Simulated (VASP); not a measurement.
Runs of VASP 6.6.1 on InAgTe2. The structure is that of space group I-42d (No. 122), or close to it. The cells are those of the table. 

| cell | gap on the mesh (eV) | pressure (GPa) | largest force (eV/Å) |
| --- | --- | --- | --- |
| a = 7.995 Å, angles 131.5, 131.5, 71.0°, 8 atoms | 0.05 | (a) | - |
| a = 7.914 Å, angles 131.5, 131.5, 71.0°, 8 atoms | 0.13 | 1.2 | 0.04 |
| a = 8.152 Å, angles 131.5, 131.5, 71.0°, 8 atoms | (b) | -1.9 | 0.06 |
| a = 7.832 Å, angles 131.5, 131.5, 71.0°, 8 atoms | 0.21 | 2.6 | 0.08 |
| a = 8.074 Å, angles 131.5, 131.5, 71.0°, 8 atoms | 0.01 | -1.0 | 0.03 |

Alike in all rows: task single point; level PBE; potentials or basis VASP PAW PBE potentials, release 64 (Ag, Te, In_d); no spin polarisation; k mesh 4 × 4 × 4; cutoff (eV) 500; smearing fermi-dirac 0.02 eV.

Fill in the values left out.

(a) 0.0; (b) 0.07.

Caveats: semilocal functionals underestimate gaps, and a narrow one can read as zero; spin-orbit coupling is left out, which moves the levels of the heavy elements.

A k mesh can miss the band edges, and the runs leave out spin-orbit coupling on Ag, In, Te.
